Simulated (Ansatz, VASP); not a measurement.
# One calculation of ScSi4O, two programs

```
Sc Si O
1.0
     0.00000    3.50558    3.50558
     3.50558    0.00000    3.50558
     3.50558    3.50558    0.00000
Sc Si O
1 4 1
Direct
  0.00000 0.00000 0.00000
  0.62344 0.62344 0.12967
  0.62344 0.12967 0.62344
  0.12967 0.62344 0.62344
  0.62344 0.62344 0.62344
  0.25000 0.25000 0.25000
```

Change from the starting cell: species swapped into the GdDyAl4 type (F-43m, No. 216).

Alike in both runs: task single point; functional PBE; k mesh 4 × 4 × 4; occupations gaussian, width 0.1 eV; collinear spin.

|  | VASP | Ansatz |
| --- | --- | --- |
| version | VASP 6.6.1 | Ansatz 0.2.0 |
| potentials or method | VASP PAW PBE potentials, release 64 (Sc_sv, Si, O), cutoff 520 eV | scalar-relativistic, plane waves, PAW |
| valence electrons in the cell | 33 | 33 |

|  | VASP | Ansatz | Ansatz less VASP |
| --- | --- | --- | --- |
| gap on the k mesh at the Fermi level (eV) | none | none | - |
| pressure (GPa) | 0.0 | 0.0 | +0.03 |
| net moment per atom (μB) | 0.00 | 0.00 | 0.000 |

A gap of «none» marks a metal or a gap that the smearing closes. Ansatz's warnings: seeded moment not kept.

The k mesh is coarse, so the values compare programs but aren't converged.
